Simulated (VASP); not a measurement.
## Pb8N: single point with PBE

The system is Pb8N, a slab with vacuum.

```
CELL_PARAMETERS angstrom
7.12950 0.00000 0.00000
-3.56475 6.17433 0.00000
0.00000 0.00000 18.12349
ATOMIC_POSITIONS crystal
Pb 0.33333 0.16667 0.22071
Pb 0.33333 0.66667 0.22071
Pb 0.83333 0.16667 0.22071
Pb 0.83333 0.66667 0.22071
Pb 0.16667 0.33333 0.36546
Pb 0.16667 0.83333 0.36546
Pb 0.66667 0.33333 0.36546
Pb 0.66667 0.83333 0.36546
N 0.50000 0.50000 0.41678
```

| Property | Result |
| --- | --- |
| Program | VASP 6.6.1 |
| Task | single point |
| Functional | PBE |
| Potentials or basis | VASP PAW PBE potentials, release 64 (Pb_d, N) |
| Cutoff | 520 eV |
| k mesh | 6 × 6 × 1 |
| Occupations | gaussian, width 0.1 eV |
| Spin | no spin polarisation |
| Dipole correction | yes |
| Further INCAR settings | ALGO = Normal; EDIFF = 1e-06; NBANDS = 68; NELMDL = -8 |

```json
{
 "Largest force": "0.777 eV/Å",
 "Band gap on the k mesh": "zero (an odd number of electrons rules out a gap without spin polarisation)"
}
```

Forces on the atoms (eV/Å):
```
Pb   0.000 -0.271 -0.454
Pb  -0.234  0.135 -0.454
Pb   0.000  0.000 -0.548
Pb   0.234  0.135 -0.454
Pb   0.334  0.193  0.674
Pb   0.000  0.000 -0.117
Pb  -0.334  0.193  0.674
Pb   0.000 -0.386  0.674
N    0.000  0.000  0.005
```

Levels at points of the mesh, in eV from the Fermi level:
```csv
k point,band 54,band 55,band 56,band 57,band 58,band 59,band 60,band 61,band 62,band 63
"(0.00, 0.00, 0.00)",-2.17,-2.17,-1.41,-0.93,-0.93,0.48,1.65,1.77,1.77,2.17
"(0.50, 0.00, 0.00)",-1.64,-1.13,-0.75,-0.53,-0.17,-0.11,-0.09,0.37,0.88,1.57
```

Run time: 11 min on 1 thread of Intel(R) Xeon(R) 6975P-C (Granite Rapids) (shared host), peak memory 0.92 GiB.

Caveat: spin-orbit coupling is left out, which moves the levels of the heavy elements.
